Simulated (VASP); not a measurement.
A run of VASP 6.6.1:

File POSCAR:

```
GaP
1.0
    0.0000000000      2.7256965861      2.7256965861
    2.7256965861      0.0000000000      2.7256965861
    2.7256965861      2.7256965861      0.0000000000
Ga P
1 1
Direct
    0.0000000000      0.0000000000      0.0000000000
    0.7500000000      0.7500000000      0.7500000000
```

Contents of INCAR.step1:

```
ALGO = Normal
EDIFF = 1E-4
ENCUT = 520
GGA = PE
ISMEAR = 0
LASPH = True
LCHARG = False
LREAL = False
LWAVE = True
NBANDS = 16
NELM = 100
PREC = Accurate
SIGMA = 0.05
```

Contents of INCAR.step2:

```
ALGO = Normal
EDIFF = 1E-7
ENCUT = 520
ISIF = 2
ISMEAR = 0
ISTART = 1
LASPH = True
LCHARG = False
LMIXTAU = True
LREAL = False
LWAVE = False
METAGGA = R2SCAN
NBANDS = 16
NELM = 100
PREC = Accurate
SIGMA = 0.05
```

The input KPOINTS:

```
k-points
0
Gamma
  8 8 8
```

Potentials or basis: VASP PAW PBE potentials, release 64 (Ga_d, P).

Command:

```sh
$ cat potpaw_PBE.64/Ga_d/POTCAR potpaw_PBE.64/P/POTCAR > POTCAR
$ cp INCAR.step1 INCAR
$ mpirun -np 1 vasp_std > vasp.out
$ cp INCAR.step2 INCAR
$ mpirun -np 1 vasp_std > vasp.out
```

Hardware: 1 thread of Intel(R) Xeon(R) 6975P-C (Granite Rapids), with other jobs on the host.

How long does it take, and how much memory?

Wall time 55 s on 1 thread of Intel(R) Xeon(R) 6975P-C (Granite Rapids), on a shared host, peak memory 0.17 GiB. Counts: k points 29.
